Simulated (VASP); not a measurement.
Write the native input for VASP 6.6.1 that does the following.

```yaml
Task: single point
Functional: PBEsol
Potentials_or_basis: VASP PAW PBE potentials, release 64 (Ag, O)
Cutoff: 520 eV
k_mesh: 8 × 8 × 8
Occupations: methfessel-paxton, width 0.15 eV
Spin: no spin polarisation
Dipole_correction: no
Further_INCAR_settings: ALGO = Normal; EDIFF = 1e-06; NBANDS = 16
```

The structure of AgO lies in POSCAR:

```
AgO
1.0
    0.0000000000      2.4080000000      2.4080000000
    2.4080000000      0.0000000000      2.4080000000
    2.4080000000      2.4080000000      0.0000000000
Ag O
1 1
Direct
    0.0000000000      0.0000000000      0.0000000000
    0.2500000000      0.2500000000      0.2500000000
```

These files were run (other wordings do the same):

INCAR

```
SYSTEM = AgO
PREC     = Accurate       ! precision mode
ENCUT    = 520            ! plane-wave cutoff, eV
EDIFF    = 1E-6           ! SCF threshold, eV
ISMEAR   = 1              ! smearing method
SIGMA    = 0.15           ! smearing width, eV
LREAL    = .FALSE.        ! projectors in reciprocal space
LASPH    = .TRUE.         ! aspherical terms in the spheres
NELM     = 60             ! most SCF steps
ALGO     = Normal         ! electronic algorithm
ISIF     = 2              ! what is computed and relaxed
LWAVE    = .FALSE.        ! write WAVECAR
LCHARG   = .FALSE.        ! write CHGCAR
GGA      = PS             ! functional
NBANDS   = 16             ! bands
```

KPOINTS

```
Automatic mesh
0
G
  8 8 8
  0 0 0
```

Potentials or basis: VASP PAW PBE potentials, release 64 (Ag, O).

Command:

```bash
$ cat potpaw_PBE.64/Ag/POTCAR potpaw_PBE.64/O/POTCAR > POTCAR
$ mpirun -np 1 vasp_std > vasp.out
```

Results of the run:

* Pressure: 10.6 GPa

Caveat: the PAW data sets were made with another functional, which shifts forces and pressure a little; an odd number of electrons without spin polarisation forces a metal; a magnetic or distorted state may lie lower.

Wall time 26 s on 1 thread of Intel Xeon 8259CL, on a shared host, peak memory 0.16 GiB.
